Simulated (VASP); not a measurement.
A run of VASP 6.6.1 is set up as follows.

The input INCAR:

```
PREC     = Accurate       # precision mode
ENCUT    = 520            # plane-wave cutoff, eV
EDIFF    = 1E-6           # SCF threshold, eV
ISMEAR   = 0              # smearing method
SIGMA    = 0.02           # smearing width, eV
LREAL    = F              # projectors in reciprocal space
LASPH    = T              # aspherical terms in the spheres
NELM     = 60             # most SCF steps
ALGO     = Normal         # electronic algorithm
ISIF     = 2              # what is computed and relaxed
LWAVE    = F              # write WAVECAR
LCHARG   = F              # write CHGCAR
GGA      = PE             # functional
NBANDS   = 44             # bands
```

The input KPOINTS:

```
regular mesh
0
Gamma
  6 6 4
```

File POSCAR:

```
SiO2
1.0
    4.4240184310      0.0000000000      0.0000000000
   -2.2120092155      3.8313123481      0.0000000000
    0.0000000000      0.0000000000      8.2667671606
Si O
4 8
Direct
    0.6666666667      0.3333333333      0.9376344218
    0.6666666667      0.3333333333      0.5623655782
    0.3333333333      0.6666666667      0.0623655782
    0.3333333333      0.6666666667      0.4376344218
    0.0000000000      0.3216976799      0.0000000000
    0.3216976799      0.3216976799      0.5000000000
    0.6783023201      0.0000000000      0.5000000000
    0.6783023201      0.6783023201      0.0000000000
    0.0000000000      0.6783023201      0.5000000000
    0.6666666667      0.3333333333      0.7500000000
    0.3333333333      0.6666666667      0.2500000000
    0.3216976799      0.0000000000      0.0000000000
```

Potentials or basis: VASP PAW PBE potentials, release 64 (Si, O).

Command:

```sh
$ cat potpaw_PBE.64/Si/POTCAR potpaw_PBE.64/O/POTCAR > POTCAR
$ mpirun -np 1 vasp_std > vasp.out
```

Estimate the pressure.

30.4 GPa.

Estimate the band gap on the k mesh.

5.86 eV, indirect (least direct gap 6.03 eV).

Forces on the atoms (eV/Å):
```
Si   0.000  0.000 -0.057
Si   0.000  0.000  0.057
Si   0.000  0.000  0.057
Si   0.000  0.000 -0.057
O    0.013 -0.023  0.000
O   -0.013 -0.023  0.000
O    0.026  0.000  0.000
O    0.013  0.023  0.000
O   -0.013  0.023  0.000
O    0.000  0.000  0.000
O    0.000  0.000  0.000
O   -0.026  0.000  0.000
```

A k mesh can miss the band edges. Expect the measured gap to be larger: semilocal functionals such as PBE lack the derivative discontinuity.
